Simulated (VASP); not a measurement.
Write the native input for VASP 6.6.1 that does the following.

- Task: electric field gradients
- Functional: PBE
- Potentials or basis: VASP PAW PBE potentials, release 64 (Ru_pv)
- Cutoff: 520 eV
- k mesh: 18 × 18 × 10
- Occupations: fermi-dirac, width 0.02 eV
- Spin: no spin polarisation
- Dipole correction: no
- Further INCAR settings: ALGO = Normal; EDIFF = 1e-08; NBANDS = 21

The structure of Ru lies in POSCAR:

```
Ru
1.0
    2.7058000000      0.0000000000      0.0000000000
   -1.3529000000      2.3432915376      0.0000000000
    0.0000000000      0.0000000000      4.2819000000
Ru
2
Direct
    0.3333333333      0.6666666667      0.2500000000
    0.6666666667      0.3333333333      0.7500000000
```

These files were run (other wordings do the same):

INCAR

```
PREC     = Accurate       # precision mode
ENCUT    = 520            # plane-wave cutoff, eV
EDIFF    = 1E-8           # SCF threshold, eV
ISMEAR   = -1             # smearing method
SIGMA    = 0.02           # smearing width, eV
LREAL    = False          # projectors in reciprocal space
LASPH    = True           # aspherical terms in the spheres
NELM     = 60             # most SCF steps
ALGO     = Normal         # electronic algorithm
ISIF     = 2              # what is computed and relaxed
LWAVE    = False          # write WAVECAR
LCHARG   = False          # write CHGCAR
GGA      = PE             # functional
LEFG     = True         
NBANDS   = 21             # bands
```

KPOINTS

```
regular mesh
0
Gamma
  18 18 10
```

Potentials or basis: VASP PAW PBE potentials, release 64 (Ru_pv).

Run with:

```sh
$ cat potpaw_PBE.64/Ru_pv/POTCAR > POTCAR
$ mpirun -np 1 vasp_std > vasp.out
```

It gave:

```yaml
Pressure: 4.4 GPa
Band_gap_on_the_k_mesh: zero (bands 14 and 15 overlap by 3.13 eV)
Largest_electric_field_gradient_by_atom: Ru -13.0 V/Å²
```

Caveat: the cell stands under pressure; without QUAD_EFG the Cq values of the log hold for a quadrupole moment of 1 mb, not for the nuclei.

Wall time 35 s on 1 thread of Intel(R) Xeon(R) 6975P-C (Granite Rapids) (shared host), peak memory 0.21 GiB.
